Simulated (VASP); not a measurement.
Input of a VASP 6.6.1 run:

File INCAR:

```
SYSTEM = KMgF3
  ALGO = Normal
  EDIFF = 1E-6
  ENCUT = 600
  GGA = PE
  GGA_COMPAT = .FALSE.
  ISIF = 2
  ISMEAR = 0
  LASPH = .TRUE.
  LCHARG = .FALSE.
  LREAL = .FALSE.
  LWAVE = .FALSE.
  NBANDS = 24
  NELM = 120
  PREC = Accurate
  SIGMA = 0.15
```

Contents of KPOINTS:

```
k-points
0
G
  3 3 3
  0 0 0
```

POSCAR

```
KMgF3
1.0
    2.3920692329      1.3810618140      4.3120143288
   -2.3920692329      1.3810618140      4.3120143288
    0.0000000000     -2.7621236326      4.3120143273
K Mg F
1 1 3
Direct
    0.5000000000      0.5000000000      0.5000000000
    0.0000000000      0.0000000000      0.0000000000
    0.5000000000      0.5000000000      0.0000000000
    0.0000000000      0.5000000000      0.5000000000
    0.5000000000      0.0000000000      0.5000000000
```

Potentials or basis: VASP PAW PBE potentials, release 64 (K_sv, Mg, F).

Command:

```bash
$ cat potpaw_PBE.64/K_sv/POTCAR potpaw_PBE.64/Mg/POTCAR potpaw_PBE.64/F/POTCAR > POTCAR
$ mpirun -np 1 vasp_std > vasp.out
```

Question: What does it give for the band gap on the k mesh?

Answer: 0.39 eV.

Question: Predict the pressure.

Answer: 0.0 GPa.

Caveat: the k points lie up to 0.53 Å⁻¹ apart.
